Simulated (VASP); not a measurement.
# TiC (rocksalt type) (Fm-3m) in VASP: a series of runs

The runs below take TiC (rocksalt type) through single point, with PBEsol.

Program: VASP 6.6.1. These are calculated values, not measurements. Logs are shortened: lines on timing, memory, paths and dates and some standing lists are left out, and cuts for length are marked.

### 1 The cell of the first run

It takes space group Fm-3m (No. 225, cubic). Conventional cell: a = 3.518 Å, b = 3.518 Å, c = 3.518 Å, α = 90.00°, β = 90.00°, γ = 90.00°. Ti (site symmetry m-3m) has 6 C at 1.76 Å within 2.3 Å. C (site symmetry m-3m) has 6 Ti at 1.76 Å within 2.3 Å.

### 2 Single point, PBEsol

INCAR

```
SYSTEM = TiC
ALGO = Normal ; EDIFF = 1E-6
ENCUT = 520 ; GGA = PS
ISIF = 2 ; ISMEAR = -1
LASPH = .TRUE. ; LCHARG = .FALSE.
LREAL = .FALSE. ; LWAVE = .FALSE.
NBANDS = 15 ; NELM = 60
PREC = Accurate ; SIGMA = 0.08
```

KPOINTS

```
k-points
0
G
  17 17 17
  0 0 0
```

POSCAR

```
TiC
1.0
    0.0000000000      1.7588514117      1.7588514117
    1.7588514117      0.0000000000      1.7588514117
    1.7588514117      1.7588514117      0.0000000000
Ti C
1 1
Direct
    0.0000000000      0.0000000000      0.0000000000
    0.5000000000      0.5000000000      0.5000000000
```

Potentials or basis: VASP PAW PBE potentials, release 64 (Ti_sv, C).

Command:

```bash
$ cat potpaw_PBE.64/Ti_sv/POTCAR potpaw_PBE.64/C/POTCAR > POTCAR
$ mpirun -np 1 vasp_std > vasp.out
```

OUTCAR:

```text
SYSTEM = TiC
   EDIFF = 1E-6
   ENCUT = 520
   GGA = PS
   ISIF = 2
   ISMEAR = -1
   LASPH = .TRUE.
   LREAL = .FALSE.
   NELM = 60
   PREC = Accurate

 ion  position               nearest neighbor table
   1  0.000  0.000  0.000-   2 1.76   2 1.76   2 1.76   2 1.76   2 1.76   2 1.76
   2  0.500  0.500  0.500-   1 1.76   1 1.76   1 1.76   1 1.76   1 1.76   1 1.76

  LATTYP: Found a face centered cubic cell.
 ALAT       =     3.5177028234

  Lattice vectors:

 A1 = (   0.0000000000,   1.7588514117,   1.7588514117)
 A2 = (   1.7588514117,   0.0000000000,   1.7588514117)
 A3 = (   1.7588514117,   1.7588514117,   0.0000000000)

Analysis of symmetry for initial positions (statically):
=====================================================================
 Subroutine PRICEL returns:
 Original cell was already a primitive cell.

 Routine SETGRP: Setting up the symmetry group for a
 face centered cubic supercell.

 Subroutine GETGRP returns: Found 48 space group operations
 (whereof 48 operations were pure point group operations)
 out of a pool of 48 trial point group operations.

The static configuration has the point symmetry O_h .

Analysis of symmetry for dynamics (positions and initial velocities):
=====================================================================
 Subroutine PRICEL returns:
 Original cell was already a primitive cell.

 Routine SETGRP: Setting up the symmetry group for a
 face centered cubic supercell.

 Subroutine GETGRP returns: Found 48 space group operations
 (whereof 48 operations were pure point group operations)
 out of a pool of 48 trial point group operations.

The dynamic configuration has the point symmetry O_h .

 Subroutine INISYM returns: Found 48 space group operations
 (whereof 48 operations are pure point group operations),
 and found     1 'primitive' translations

----------------------------------------------------------------------------------------

                                     Primitive cell

  volume of cell :      10.8822

  direct lattice vectors                    reciprocal lattice vectors
     0.000000000  1.758851412  1.758851412    -0.284276430  0.284276430  0.284276430
     1.758851412  0.000000000  1.758851412     0.284276430 -0.284276430  0.284276430
     1.758851412  1.758851412  0.000000000     0.284276430  0.284276430 -0.284276430

  length of vectors
     2.487391521  2.487391521  2.487391521     0.492381220  0.492381220  0.492381220

  position of ions in fractional coordinates (direct lattice)
     0.000000000  0.000000000  0.000000000
     0.500000000  0.500000000  0.500000000

  ion indices of the primitive-cell ions
   primitive index   ion index
                 1           1
                 2           2

----------------------------------------------------------------------------------------

 KPOINTS: k-points

Automatic generation of k-mesh.
 Grid dimensions read from file:
 generate k-points for:   17   17   17

 Generating k-lattice:

  Cartesian coordinates                     Fractional coordinates (reciprocal lattice)
    -0.016722143  0.016722143  0.016722143     0.058823529  0.000000000  0.000000000
     0.016722143 -0.016722143  0.016722143     0.000000000  0.058823529  0.000000000
     0.016722143  0.016722143 -0.016722143     0.000000000  0.000000000  0.058823529

  Length of vectors
     0.028963601  0.028963601  0.028963601

  Shift w.r.t. Gamma in fractional coordinates (k-lattice)
     0.000000000  0.000000000  0.000000000

 Subroutine IBZKPT returns following result:
 ===========================================

 Found    165 irreducible k-points:

 Following reciprocal coordinates:
            Coordinates               Weight
  0.000000  0.000000  0.000000      1.000000
  0.058824  0.000000  0.000000      8.000000
  0.117647  0.000000  0.000000      8.000000
  0.176471  0.000000  0.000000      8.000000
  0.235294  0.000000  0.000000      8.000000
  0.294118  0.000000  0.000000      8.000000
[... 16 lines left out ...]
 -0.176471  0.058824  0.000000     24.000000
 -0.117647  0.058824  0.000000     24.000000
 [... further k-points ...]
   k-points           NKPTS =    165   k-points in BZ     NKDIM =    165   number of bands    NBANDS=     15
   number of dos      NEDOS =    301   number of ions     NIONS =      2
   total plane-waves  NPLWV =   5832
   dimension x,y,z NGX =    18 NGY =   18 NGZ =   18
   dimension x,y,z NGXF=    36 NGYF=   36 NGZF=   36
   ions per type =               1   1
   NGX,Y,Z   is equivalent  to a cutoff of  12.03, 12.03, 12.03 a.u.
   NGXF,Y,Z  is equivalent  to a cutoff of  24.06, 24.06, 24.06 a.u.
 SYSTEM =  TiC
   PREC   = accura    normal or accurate (medium, high low for compatibility)
   ISTART =      0    job   : 0-new  1-cont  2-samecut
   ICHARG =      2    charge: 1-file 2-atom 10-const
   ISPIN  =      1    spin polarized calculation?
   LNONCOLLINEAR =      F non collinear calculations
   LSORBIT =      F    spin-orbit coupling
   LASPH  =      T    aspherical Exc in radial PAW
   ENCUT  =  520.0 eV  38.22 Ry    6.18 a.u.   4.62  4.62  4.62*2*pi/ulx,y,z
   NELM   =     60;   NELMIN=  2; NELMDL= -5     # of ELM steps
   EDIFF  = 0.1E-05   stopping-criterion for ELM
   LREAL  =      F    real-space projection
   EDIFFG = 0.1E-04   stopping-criterion for IOM
   NSW    =      0    number of steps for IOM
   IBRION =     -1    ionic relax: 0-MD 1-quasi-New 2-CG
   NFREE  =      0    steps in history (QN), initial steepest desc. (CG)
   ISIF   =      2    stress and relaxation
   ISYM   =      2    0-nonsym 1-usesym 2-fastsym
   POTIM  = 0.5000    time-step for ionic-motion
   TEBEG  =    0.0;   TEEND  =   0.0 temperature during run
   PSTRESS=    0.0 pullay stress
   NELECT =      16.0000    total number of electrons
   NUPDOWN=      -1.0000    fix difference up-down
   EMIN   =  10.00;   EMAX   =-10.00  energy-range for DOS
   EFERMI =   0.00;   METHOD = LEGACY
   ISMEAR =    -1;   SIGMA  =   0.08  broadening in eV -4-tet -1-fermi 0-gaus
   EFERMI_NEDOS =   21; number of points for ismear=-14 and -15
   IALGO  =     38    algorithm
   IMIX   =      4    mixing-type and parameters
     AMIX     =   0.40;   BMIX     =  1.00
     AMIX_MAG =   1.60;   BMIX_MAG =  1.00
  volume/ion in A,a.u.               =       5.44        36.72
  Fermi-wavevector in a.u.,A,eV,Ry     =   1.861554  3.517827 47.149410  3.465384
  Thomas-Fermi vector in A             =   2.909322
   LORBIT       =      0    0 simple, 1 ext, 2 COOP (PROOUT), +10 PAW based schemes
   GGA     = PS    functional components
   LHFCALC =     F    Hartree Fock is set to
   AEXX    =    0.0000 exact exchange contribution
   IVDW    =     0    specifies the selected vdW correction
   LEPSILON=     F    determine dielectric tensor
   LRPA    =     F    only Hartree local field effects (RPA)
 non-spin polarized calculation
  energy-cutoff  :      520.00
  volume of cell :       10.88
 maximum number of plane-waves:       305
   NGX =  9   NGY =  9   NGZ =  9

 number of electron      16.0000006 magnetization

 Free energy of the ion-electron system (eV)
  ---------------------------------------------------
  ext. energy  EPLUGINS =         0.00000000
  ---------------------------------------------------
  free energy    TOTEN  =       -11.22356849 eV

  energy without entropy =      -11.21914349  energy(sigma->0) =      -11.22135599

 E-fermi :  18.6083     XC(G=0): -16.4137

 val. band max:       18.6019743263   @ k =   0.2941   0.2353   0.0588
 cond. band min:      18.6301173383   @ k =   0.0588   0.0000   0.0000
 fundamental gap:      0.0281430120
 Fermi energy:        18.6083303884

 k-point     1 :       0.0000    0.0000    0.0000
  band No.  band energies     occupation
      1     -37.0149      2.00000
      2     -11.6713      2.00000
      3     -11.6713      2.00000
      4     -11.6713      2.00000
      5       4.1242      2.00000
      6      18.7624      0.25449
      7      18.7624      0.25449
      8      18.7624      0.25449
      9      21.1063      0.00000
     10      21.1063      0.00000
     11      21.1063      0.00000
     12      21.4733      0.00000
     13      21.4733      0.00000
     14      34.7665      0.00000
     15      40.6483      0.00000

 k-point     2 :       0.0588    0.0000    0.0000
  band No.  band energies     occupation
      1     -36.9861      2.00000
      2     -11.8249      2.00000
      3     -11.6807      2.00000
      4     -11.6807      2.00000
      5       4.3238      2.00000
      6      18.2033      1.98743
      7      18.6301      0.86467
      8      18.6301      0.86466
      9      19.8494      0.00000
     10      19.8494      0.00000
     11      21.4915      0.00000
     12      23.1308      0.00000
     13      23.1308      0.00000
     14      35.1021      0.00000
     15      40.7212      0.00000

 k-point     3 :       0.1176    0.0000    0.0000
  band No.  band energies     occupation
      1     -36.9027      2.00000
      2     -12.2504      2.00000
      3     -11.7075      2.00000
      4     -11.7075      2.00000
      5       4.8812      2.00000
      6      17.0897      2.00000
      7      17.5873      1.99999
      8      17.5873      1.99999
      9      19.7195      0.00000
     10      19.7195      0.00000
     11      22.1482      0.00000
     12      25.0915      0.00000
     13      25.0915      0.00000
     14      35.9937      0.00000
     15      40.8480      0.00000
[... 343 lines left out ...]
 k-point    23 :      -0.1765    0.0588    0.0000
  band No.  band energies     occupation
      1     -36.7010      2.00000
      2     -13.1109      2.00000
      3     -11.9201      2.00000
      4     -11.7013      2.00000
      5       6.1392      2.00000
      6      15.2725      2.00000
      7      15.4569      2.00000
      8      16.0667      2.00000
      9      20.0376      0.00000
     10      21.2631      0.00000
     11      23.2517      0.00000
     12      26.8857      0.00000
     13      28.8714      0.00000
     14      37.4414      0.00000
     15      40.8174      0.00000

 k-point    24 :      -0.1176    0.0588    0.0000
  band No.  band energies     occupation
      1     -36.8404      2.00000
      2     -12.4908      2.00000
      3     -11.8465      2.00000
      4     -11.6728      2.00000
      5       5.2835      2.00000
      6      16.5463      2.00000
      7      16.7012      2.00000
      8      16.9954      2.00000
      9      19.3829      0.00012
     10      20.7335      0.00000
     11      22.6236      0.00000
     12      25.0267      0.00000
     13      26.9003      0.00000
     14      36.5932      0.00000
     15      40.8735      0.00000

 [... further k-points ...]

------------------------ aborting loop because EDIFF is reached ----------------------------------------

  FORCE on cell =-STRESS in cart. coord.  units (eV):
  Direction    XX          YY          ZZ          XY          YZ          ZX
  --------------------------------------------------------------------------------------
  -------------------------------------------------------------------------------------
  Total       33.6311358     33.6311358     33.6311358      0.0000000     -0.0000000      0.0000000
  in kB     4951.4758607   4951.4758607   4951.4758607      0.0000000     -0.0000000      0.0000000
  external PRESSURE =    4951.4758607 kB  Pullay stress =       0.0000000 kB

 VOLUME and BASIS-vectors are now :
 -----------------------------------------------------------------------------
  energy-cutoff  :      520.00
  volume of cell :       10.88
      direct lattice vectors                 reciprocal lattice vectors
     0.000000000  1.758851412  1.758851412    -0.284276430  0.284276430  0.284276430
     1.758851412  0.000000000  1.758851412     0.284276430 -0.284276430  0.284276430
     1.758851412  1.758851412  0.000000000     0.284276430  0.284276430 -0.284276430

 POSITION                                       TOTAL-FORCE (eV/Angst)
 -----------------------------------------------------------------------------------
      0.00000      0.00000      0.00000         0.000000      0.000000      0.000000
      1.75885      1.75885      1.75885        -0.000000      0.000000     -0.000000
 -----------------------------------------------------------------------------------
    total drift:                               -0.000000      0.000000      0.000000

  FREE ENERGIE OF THE ION-ELECTRON SYSTEM (eV)
  ---------------------------------------------------
  free  energy   TOTEN  =       -11.2235684861 eV

  energy  without entropy=      -11.2191434928  energy(sigma->0) =      -11.22135599
```

Run time: 41 s. Hardware: 1 thread of Intel Xeon 8259CL, shared host; peak memory 0.14 GiB.

What came out:

```yaml
Free_energy: -11.2236 eV
Pressure: 495.1 GPa
Band_gap_on_the_k_mesh: zero (bands 8 and 9 overlap by 2.03 eV)
```

Caveat: the cell stands under pressure; the PAW data sets were made with another functional, which shifts forces and pressure a little.

### 3 Single point, PBEsol (7.12 Å³/atom)

This run uses another cell than the first one, of 7.12 Å³/atom.

INCAR

```
ALGO = Normal
EDIFF = 1E-7
ENCUT = 520
GGA = PS
ISIF = 2
ISMEAR = -1
LASPH = T
LCHARG = F
LREAL = F
LWAVE = F
NBANDS = 15
NELM = 60
PREC = Accurate
SIGMA = 0.08
```

KPOINTS

```
k-points
0
Gamma
  17 17 17
```

POSCAR

```
TiC
1.0
    0.0000000000      1.9240621104      1.9240621104
    1.9240621104      0.0000000000      1.9240621104
    1.9240621104      1.9240621104      0.0000000000
Ti C
1 1
Direct
    0.0000000000      0.0000000000      0.0000000000
    0.5000000000      0.5000000000      0.5000000000
```

Potentials or basis: VASP PAW PBE potentials, release 64 (Ti_sv, C).

Command:

```bash
$ cat potpaw_PBE.64/Ti_sv/POTCAR potpaw_PBE.64/C/POTCAR > POTCAR
$ mpirun -np 1 vasp_std > vasp.out
```

Run time: 63 s. Hardware: 1 thread of Intel Xeon 8259CL, shared host; peak memory 0.15 GiB.

Results (log left out):

* Free energy: -17.5986 eV
* Pressure: 166.0 GPa
* Band gap on the k mesh: zero (bands 8 and 9 overlap by 1.10 eV)

Levels at points of the mesh, in eV from the Fermi level:
| k point | band 5 | band 6 | band 7 | band 8 | band 9 | band 10 | band 11 | band 12 |
| --- | --- | --- | --- | --- | --- | --- | --- | --- |
| (0.00, 0.00, 0.00) | -13.87 | 0.59 | 0.59 | 0.59 | 2.16 | 2.16 | 2.16 | 2.45 |

Caveat: the cell stands under pressure; the PAW data sets were made with another functional, which shifts forces and pressure a little.

### 4 Single point, PBEsol

This run uses another cell than the first one, of 9.89 Å³/atom.

INCAR

```
SYSTEM = TiC
PREC = Accurate
ENCUT = 520
EDIFF = 1E-6
ISMEAR = -1
SIGMA = 0.08
LREAL = .FALSE.
LASPH = .TRUE.
NELM = 80
ALGO = Normal
ISIF = 2
LWAVE = .FALSE.
LCHARG = .FALSE.
GGA = PS
NBANDS = 15
```

KPOINTS

```
Automatic mesh
0
G
  17 17 17
  0 0 0
```

POSCAR

```
TiC
1.0
    0.0000000000      2.1467176245      2.1467176245
    2.1467176245      0.0000000000      2.1467176245
    2.1467176245      2.1467176245      0.0000000000
Ti C
1 1
Direct
    0.0000000000      0.0000000000      0.0000000000
    0.5000000000      0.5000000000      0.5000000000
```

Command:

```bash
$ cat potpaw_PBE.64/Ti_sv/POTCAR potpaw_PBE.64/C/POTCAR > POTCAR
$ mpirun -np 1 vasp_std > vasp.out
```

Run time: 62 s. Hardware: 1 thread of Intel Xeon 8259CL, shared host; peak memory 0.17 GiB.

Results (log left out):

| Item | Value |
| --- | --- |
| Free energy | -19.8051 eV |
| Pressure | 0.3 GPa |
| Band gap on the k mesh | zero (bands 8 and 9 overlap by 1.07 eV) |

Levels at points of the mesh, in eV from the Fermi level:
```csv
k point,band 5,band 6,band 7,band 8,band 9,band 10,band 11,band 12
"(0.00, 0.00, 0.00)",-12.49,0.68,0.68,0.68,1.74,1.74,1.74,1.79
```

Caveat: the PAW data sets were made with another functional, which shifts forces and pressure a little.

### 5 Summary

```csv
cell,gap on the mesh (eV),pressure (GPa)
"a = 2.487 Å, angles 60.0°, 2 atoms",none,495.1
"a = 2.721 Å, angles 60.0°, 2 atoms",none,166.0
"a = 3.036 Å, angles 60.0°, 2 atoms",none,0.3
```

Alike in all rows: task single point; level PBEsol; potentials or basis VASP PAW PBE potentials, release 64 (Ti_sv, C); no spin polarisation; k mesh 17 × 17 × 17; cutoff (eV) 520; smearing fermi-dirac 0.08 eV.

Caveats: the PAW data sets were made with another functional, which shifts forces and pressure a little; the cell stands under pressure (at least some runs).

Total energies depend on the potentials used, so only differences within one code and one set of settings carry meaning.
